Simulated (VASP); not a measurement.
# C (P6_3/mmc) in VASP: notebook

Runs on C. Level: PBE. Tasks: single point, relaxation of cell and atoms.

All numbers are computed with VASP 6.6.1; they aren't measurements. Logs are shortened: lines on timing, memory, paths and dates and some standing lists are left out, and cuts for length are marked.

## Step 1: The cell of the first run

It takes space group P6_3/mmc (No. 194, hexagonal). The conventional cell has a = 2.520 Å, b = 2.520 Å, c = 4.180 Å, α = 90.00°, β = 90.00°, γ = 120.00°. C (site symmetry 3m) has 4 C at 1.55 to 1.56 Å within 2.1 Å.

## Step 2: Single point, PBE

Input file INCAR:

```
SYSTEM = C
ALGO = Normal ; EDIFF = 1E-7
ENCUT = 520 ; GGA = PE
ISIF = 2 ; ISMEAR = 0
LASPH = .True. ; LCHARG = .False.
LREAL = .False. ; LWAVE = .False.
NBANDS = 16 ; NELM = 60
PREC = Accurate ; SIGMA = 0.1
```

Input file KPOINTS:

```
k-points
0
Gamma
  9 9 4
  0 0 0
```

Input file POSCAR:

```
C
1.0
    2.5200000000      0.0000000000      0.0000000000
   -1.2600000000      2.1823840175      0.0000000000
    0.0000000000      0.0000000000      4.1800000000
C
4
Direct
    0.3333333333      0.6666666667      0.0000000000
    0.6666666667      0.3333333333      0.5000000000
    0.3333333333      0.6666666667      0.3740000000
    0.6666666667      0.3333333333      0.8740000000
```

Potentials or basis: VASP PAW PBE potentials, release 64 (C).

On the command line:

```sh
cat potpaw_PBE.64/C/POTCAR > POTCAR
mpirun -np 1 vasp_std > vasp.out
```

OUTCAR:

```text
SYSTEM = C
   EDIFF = 1E-7
   ENCUT = 520
   GGA = PE
   ISIF = 2
   ISMEAR = 0
   LASPH = .True.
   LREAL = .False.
   NELM = 60
   PREC = Accurate

 ion  position               nearest neighbor table
   1  0.333  0.667  0.000-   4 1.55   4 1.55   4 1.55   3 1.56
   2  0.667  0.333  0.500-   3 1.55   3 1.55   3 1.55   4 1.56
   3  0.333  0.667  0.374-   2 1.55   2 1.55   2 1.55   1 1.56
   4  0.667  0.333  0.874-   1 1.55   1 1.55   1 1.55   2 1.56

  LATTYP: Found a hexagonal cell.
 ALAT       =     2.5200000000
 C/A-ratio  =     1.6587301587

  Lattice vectors:

 A1 = (   2.5200000000,   0.0000000000,   0.0000000000)
 A2 = (  -1.2600000000,   2.1823840175,   0.0000000000)
 A3 = (   0.0000000000,   0.0000000000,   4.1800000000)

Analysis of symmetry for initial positions (statically):
=====================================================================
 Subroutine PRICEL returns:
 Original cell was already a primitive cell.

 Routine SETGRP: Setting up the symmetry group for a
 hexagonal supercell.

 Subroutine GETGRP returns: Found 24 space group operations
 (whereof  6 operations were pure point group operations)
 out of a pool of 24 trial point group operations.

The static configuration has the point symmetry C_3v.
 The point group associated with its full space group is D_6h.

Analysis of symmetry for dynamics (positions and initial velocities):
=====================================================================
 Subroutine PRICEL returns:
 Original cell was already a primitive cell.

 Routine SETGRP: Setting up the symmetry group for a
 hexagonal supercell.

 Subroutine GETGRP returns: Found 24 space group operations
 (whereof  6 operations were pure point group operations)
 out of a pool of 24 trial point group operations.

The dynamic configuration has the point symmetry C_3v.
 The point group associated with its full space group is D_6h.

 Subroutine INISYM returns: Found 24 space group operations
 (whereof  6 operations are pure point group operations),
 and found     1 'primitive' translations

----------------------------------------------------------------------------------------

                                     Primitive cell

  volume of cell :      22.9884

  direct lattice vectors                    reciprocal lattice vectors
     2.520000000  0.000000000  0.000000000     0.396825397  0.229107250  0.000000000
    -1.260000000  2.182384017  0.000000000     0.000000000  0.458214499  0.000000000
     0.000000000  0.000000000  4.180000000     0.000000000  0.000000000  0.239234450

  length of vectors
     2.520000000  2.520000000  4.180000000     0.458214499  0.458214499  0.239234450

  position of ions in fractional coordinates (direct lattice)
     0.333333333  0.666666667  0.000000000
     0.666666667  0.333333333  0.500000000
     0.333333333  0.666666667  0.374000000
     0.666666667  0.333333333  0.874000000

  ion indices of the primitive-cell ions
   primitive index   ion index
                 1           1
                 2           2
                 3           3
                 4           4

----------------------------------------------------------------------------------------

 KPOINTS: k-points

Automatic generation of k-mesh.
 Grid dimensions read from file:
 generate k-points for:    9    9    4

 Generating k-lattice:

  Cartesian coordinates                     Fractional coordinates (reciprocal lattice)
     0.044091711  0.025456361  0.000000000     0.111111111  0.000000000  0.000000000
     0.000000000  0.050912722  0.000000000     0.000000000  0.111111111  0.000000000
     0.000000000  0.000000000  0.059808612     0.000000000  0.000000000  0.250000000

  Length of vectors
     0.050912722  0.050912722  0.059808612

  Shift w.r.t. Gamma in fractional coordinates (k-lattice)
     0.000000000  0.000000000  0.000000000

 Subroutine IBZKPT returns following result:
 ===========================================

 Found     36 irreducible k-points:

 Following reciprocal coordinates:
            Coordinates               Weight
  0.000000  0.000000  0.000000      1.000000
  0.111111 -0.000000  0.000000      6.000000
  0.222222  0.000000  0.000000      6.000000
  0.333333 -0.000000  0.000000      6.000000
  0.444444  0.000000  0.000000      6.000000
  0.111111  0.111111  0.000000      6.000000
[... 16 lines left out ...]
  0.333333  0.222222  0.250000     24.000000
  0.333333  0.333333  0.250000      4.000000
 [... further k-points ...]
   k-points           NKPTS =     36   k-points in BZ     NKDIM =     36   number of bands    NBANDS=     16
   number of dos      NEDOS =    301   number of ions     NIONS =      4
   total plane-waves  NPLWV =  12800
   dimension x,y,z NGX =    20 NGY =   20 NGZ =   32
   dimension x,y,z NGXF=    40 NGYF=   40 NGZF=   64
   ions per type =               4
   NGX,Y,Z   is equivalent  to a cutoff of  13.19, 13.19, 12.73 a.u.
   NGXF,Y,Z  is equivalent  to a cutoff of  26.39, 26.39, 25.45 a.u.
 SYSTEM =  C
   PREC   = accura    normal or accurate (medium, high low for compatibility)
   ISTART =      0    job   : 0-new  1-cont  2-samecut
   ICHARG =      2    charge: 1-file 2-atom 10-const
   ISPIN  =      1    spin polarized calculation?
   LNONCOLLINEAR =      F non collinear calculations
   LSORBIT =      F    spin-orbit coupling
   LASPH  =      T    aspherical Exc in radial PAW
   ENCUT  =  520.0 eV  38.22 Ry    6.18 a.u.   4.69  4.69  7.77*2*pi/ulx,y,z
   NELM   =     60;   NELMIN=  2; NELMDL= -5     # of ELM steps
   EDIFF  = 0.1E-06   stopping-criterion for ELM
   LREAL  =      F    real-space projection
   EDIFFG = 0.1E-05   stopping-criterion for IOM
   NSW    =      0    number of steps for IOM
   IBRION =     -1    ionic relax: 0-MD 1-quasi-New 2-CG
   NFREE  =      0    steps in history (QN), initial steepest desc. (CG)
   ISIF   =      2    stress and relaxation
   ISYM   =      2    0-nonsym 1-usesym 2-fastsym
   POTIM  = 0.5000    time-step for ionic-motion
   TEBEG  =    0.0;   TEEND  =   0.0 temperature during run
   PSTRESS=    0.0 pullay stress
   NELECT =      16.0000    total number of electrons
   NUPDOWN=      -1.0000    fix difference up-down
   EMIN   =  10.00;   EMAX   =-10.00  energy-range for DOS
   EFERMI =   0.00;   METHOD = LEGACY
   ISMEAR =     0;   SIGMA  =   0.10  broadening in eV -4-tet -1-fermi 0-gaus
   EFERMI_NEDOS =   21; number of points for ismear=-14 and -15
   IALGO  =     38    algorithm
   IMIX   =      4    mixing-type and parameters
     AMIX     =   0.40;   BMIX     =  1.00
     AMIX_MAG =   1.60;   BMIX_MAG =  1.00
  volume/ion in A,a.u.               =       5.75        38.78
  Fermi-wavevector in a.u.,A,eV,Ry     =   1.450815  2.741644 28.638432  2.104865
  Thomas-Fermi vector in A             =   2.568384
   LORBIT       =      0    0 simple, 1 ext, 2 COOP (PROOUT), +10 PAW based schemes
   GGA     = PE    functional components
   LHFCALC =     F    Hartree Fock is set to
   AEXX    =    0.0000 exact exchange contribution
   IVDW    =     0    specifies the selected vdW correction
   LEPSILON=     F    determine dielectric tensor
   LRPA    =     F    only Hartree local field effects (RPA)
 non-spin polarized calculation
 Gauss-broadening in eV      SIGMA  =   0.10
  energy-cutoff  :      520.00
  volume of cell :       22.99
 maximum number of plane-waves:       640
 NGX is ok and might be reduce to    20
   NGX =  9   NGY =  9   NGZ = 15

 number of electron      16.0000000 magnetization

 Free energy of the ion-electron system (eV)
  ---------------------------------------------------
  ext. energy  EPLUGINS =         0.00000000
  ---------------------------------------------------
  free energy    TOTEN  =       -36.27144016 eV

  energy without entropy =      -36.27144016  energy(sigma->0) =      -36.27144016

 E-fermi :  10.3419     XC(G=0): -13.1793

 val. band max:        9.8443258262   @ k =   0.0000   0.0000   0.0000
 cond. band min:      13.1628242798   @ k =   0.3333   0.3333   0.0000
 fundamental gap:      3.3184984536
 Fermi energy:        10.3418934495

 k-point     1 :       0.0000    0.0000    0.0000
  band No.  band energies     occupation
      1     -11.7824      2.00000
      2      -6.2259      2.00000
      3      -3.7296      2.00000
      4       6.7533      2.00000
      5       6.7533      2.00000
      6       9.3175      2.00000
[... 8 lines left out ...]
     15      23.5510      0.00000
     16      27.4040      0.00000

 k-point     2 :       0.1111   -0.0000    0.0000
  band No.  band energies     occupation
      1     -11.4792      2.00000
      2      -5.9518      2.00000
      3      -3.4507      2.00000
      4       5.3197      2.00000
      5       6.1687      2.00000
      6       8.6296      2.00000
[... 8 lines left out ...]
     15      23.9309      0.00000
     16      26.3404      0.00000

 k-point     3 :       0.2222    0.0000    0.0000
  band No.  band energies     occupation
      1     -10.5763      2.00000
      2      -5.1354      2.00000
      3      -2.6611      2.00000
      4       2.3578      2.00000
      5       5.0265      2.00000
      6       6.0660      2.00000
[... 8 lines left out ...]
     15      24.3325      0.00000
     16      24.9776      0.00000

 k-point     4 :       0.3333   -0.0000    0.0000
  band No.  band energies     occupation
      1      -9.1035      2.00000
      2      -3.7978      2.00000
      3      -1.9478      2.00000
      4      -0.2971      2.00000
      5       3.2374      2.00000
      6       4.0390      2.00000
[... 8 lines left out ...]
     15      24.5640      0.00000
     16      26.0171      0.00000

 k-point     5 :       0.4444    0.0000    0.0000
  band No.  band energies     occupation
      1      -7.2133      2.00000
      2      -4.0615      2.00000
      3      -2.0448      2.00000
      4       0.3643      2.00000
      5       0.6648      2.00000
      6       3.4983      2.00000
[... 8 lines left out ...]
     15      25.9828      0.00000
     16      28.0730      0.00000

 k-point     6 :       0.1111    0.1111    0.0000
  band No.  band energies     occupation
      1     -10.8759      2.00000
      2      -5.4066      2.00000
      3      -2.9135      2.00000
      4       3.4795      2.00000
      5       4.8914      2.00000
      6       7.0125      2.00000
[... 8 lines left out ...]
     15      24.7501      0.00000
     16      25.2657      0.00000

 k-point     7 :       0.2222    0.1111    0.0000
  band No.  band energies     occupation
      1      -9.6860      2.00000
      2      -4.3286      2.00000
      3      -2.0028      2.00000
      4       0.8599      2.00000
      5       3.4168      2.00000
      6       4.6168      2.00000
[... 8 lines left out ...]
     15      24.6888      0.00000
     16      25.0014      0.00000

 k-point     8 :       0.3333    0.1111    0.0000
  band No.  band energies     occupation
      1      -7.9695      2.00000
      2      -2.7618      2.00000
      3      -2.7360      2.00000
      4       0.0156      2.00000
      5       2.0005      2.00000
      6       2.5606      2.00000
[... 8 lines left out ...]
     15      25.2121      0.00000
     16      26.4220      0.00000

 k-point     9 :       0.4444    0.1111    0.0000
  band No.  band energies     occupation
      1      -6.3996      2.00000
      2      -4.6156      2.00000
      3      -1.2496      2.00000
      4       0.1024      2.00000
      5       0.7477      2.00000
      6       2.4049      2.00000
[... 8 lines left out ...]
     15      26.1098      0.00000
     16      28.0695      0.00000
[... 172 lines left out ...]
 k-point    19 :       0.2222    0.1111    0.2500
  band No.  band energies     occupation
      1      -9.2743      2.00000
      2      -6.1173      2.00000
      3       0.0066      2.00000
      4       1.5827      2.00000
      5       3.3873      2.00000
      6       3.8823      2.00000
[... 8 lines left out ...]
     15      23.1834      0.00000
     16      25.2884      0.00000

 k-point    20 :       0.3333    0.1111    0.2500
  band No.  band energies     occupation
      1      -7.5676      2.00000
      2      -4.5279      2.00000
      3      -2.1251      2.00000
      4       0.6506      2.00000
      5       2.0581      2.00000
      6       3.0134      2.00000
[... 8 lines left out ...]
     15      24.0817      0.00000
     16      26.4587      0.00000

 k-point    21 :       0.4444    0.1111    0.2500
  band No.  band energies     occupation
      1      -6.0173      2.00000
      2      -4.2865      2.00000
      3      -2.8596      2.00000
      4      -1.1673      2.00000
      5       2.3250      2.00000
      6       3.2484      2.00000
[... 8 lines left out ...]
     15      24.6818      0.00000
     16      27.1788      0.00000

 k-point    22 :       0.2222    0.2222    0.2500
  band No.  band energies     occupation
      1      -7.8362      2.00000
      2      -4.7657      2.00000
      3      -1.0812      2.00000
      4       1.4412      2.00000
      5       1.9495      2.00000
      6       2.0506      2.00000
[... 8 lines left out ...]
     15      23.1849      0.00000
     16      25.2492      0.00000

 k-point    23 :       0.3333    0.2222    0.2500
  band No.  band energies     occupation
      1      -6.0011      2.00000
      2      -3.5579      2.00000
      3      -2.5877      2.00000
      4      -0.2857      2.00000
      5       0.5334      2.00000
      6       2.9952      2.00000
[... 8 lines left out ...]
     15      24.1623      0.00000
     16      25.6820      0.00000

 k-point    24 :       0.3333    0.3333    0.2500
  band No.  band energies     occupation
      1      -4.3879      2.00000
      2      -4.3879      2.00000
      3      -1.2583      2.00000
      4      -1.2583      2.00000
      5      -0.7247      2.00000
      6       2.0403      2.00000
[... 8 lines left out ...]
     15      25.0263      0.00000
     16      25.0263      0.00000

 [... further k-points ...]
[... 5 lines left out ...]
  --------------------------------------------------------------------------------------
  -------------------------------------------------------------------------------------
  Total       -0.5170995     -0.5170995      0.0784600      0.0000000      0.0000000     -0.0000000
  in kB      -36.0393292    -36.0393292      5.4682839      0.0000000      0.0000000     -0.0000000
  external PRESSURE =     -22.2034582 kB  Pullay stress =       0.0000000 kB

 VOLUME and BASIS-vectors are now :
 -----------------------------------------------------------------------------
  energy-cutoff  :      520.00
  volume of cell :       22.99
      direct lattice vectors                 reciprocal lattice vectors
     2.520000000  0.000000000  0.000000000     0.396825397  0.229107250  0.000000000
    -1.260000000  2.182384017  0.000000000     0.000000000  0.458214499  0.000000000
     0.000000000  0.000000000  4.180000000     0.000000000  0.000000000  0.239234450

 POSITION                                       TOTAL-FORCE (eV/Angst)
 -----------------------------------------------------------------------------------
     -0.00000      1.45492      0.00000         0.000000     -0.000000     -0.086686
      1.26000      0.72746      2.09000        -0.000000      0.000000     -0.086686
     -0.00000      1.45492      1.56332         0.000000     -0.000000      0.086686
      1.26000      0.72746      3.65332        -0.000000     -0.000000      0.086686
 -----------------------------------------------------------------------------------
    total drift:                               -0.000000      0.000000      0.000006

  FREE ENERGIE OF THE ION-ELECTRON SYSTEM (eV)
  ---------------------------------------------------
  free  energy   TOTEN  =       -36.2714401580 eV

  energy  without entropy=      -36.2714401580  energy(sigma->0) =      -36.27144016
```

Wall time 12 s (1 thread of AMD EPYC 7R43 (Zen 3), shared host); peak memory 0.1 GiB.

What came out:

| Quantity | Value |
| --- | --- |
| Free energy | -36.2714 eV |
| Pressure | -2.2 GPa |
| Largest force | 0.087 eV/Å |
| Band gap on the k mesh | 3.32 eV, indirect (least direct gap 4.88 eV) |

Forces on the atoms (eV/Å):
```
C    0.000  0.000 -0.087
C    0.000  0.000 -0.087
C    0.000  0.000  0.087
C    0.000  0.000  0.087
```

Stress tensor (GPa, compression positive):
```
-3.60  0.00  0.00
 0.00 -3.60  0.00
 0.00  0.00  0.55
```

A k mesh can miss the band edges. As with any semilocal functional, this PBE gap is likely too small.

## Step 3: Single point, PBE

This run uses another cell than the first one, of 5.71 Å³/atom, 0.993 times its volume.

Input file INCAR:

```
ALGO = Normal ; EDIFF = 1E-6
ENCUT = 520 ; GGA = PE
ISIF = 2 ; ISMEAR = 0
LASPH = T ; LCHARG = F
LREAL = F ; LWAVE = F
NBANDS = 16 ; NELM = 80
PREC = Accurate ; SIGMA = 0.02
```

Input file KPOINTS:

```
k-points
0
Gamma
  9 9 6
```

Input file POSCAR:

```
C
1.0
    2.5116019573      0.0000000000      0.0000000000
   -1.2558009787      2.1751110992      0.0000000000
    0.0000000000      0.0000000000      4.1803056319
C
4
Direct
    0.3333333333      0.6666666667     -0.0002709413
    0.6666666667      0.3333333333      0.4997290587
    0.3333333333      0.6666666667      0.3742709413
    0.6666666667      0.3333333333      0.8742709413
```

Potentials or basis: VASP PAW PBE potentials, release 64 (C).

On the command line:

```sh
cat potpaw_PBE.64/C/POTCAR > POTCAR
mpirun -np 1 vasp_std > vasp.out
```

It took 14 s on 1 thread of AMD EPYC 7R43 (Zen 3), shared host; peak memory 0.1 GiB.

It converged, with:

```yaml
Free_energy: -36.2728 eV
Pressure: 0.6 GPa
Largest_force: 0.004 eV/Å
Band_gap_on_the_k_mesh: 3.34 eV, indirect (least direct gap 4.96 eV)
```

Forces in eV/Å, atoms in the order of the input:
```
C    0.000  0.000  0.004
C    0.000  0.000  0.004
C    0.000  0.000 -0.004
C    0.000  0.000 -0.004
```

Stress tensor (GPa, compression positive):
```
0.67 0.00 0.00
0.00 0.67 0.00
0.00 0.00 0.57
```

Levels at points of the mesh, in eV from the valence-band top:
| k point | band 4 | band 5 | band 6 | band 7 | band 8 | band 9 | band 10 | band 11 | band 12 | band 13 |
| --- | --- | --- | --- | --- | --- | --- | --- | --- | --- | --- |
| (0.00, 0.00, 0.00) | -3.06 | -3.06 | -0.47 | 0.00 | 0.00 | 4.96 | 4.96 | 5.33 | 8.05 | 9.49 |
| (0.00, 0.00, 0.50) | -7.00 | -1.83 | -1.83 | -1.83 | -1.83 | 7.23 | 7.23 | 7.23 | 7.23 | 7.61 |

(Continued in part 2 of 2.)
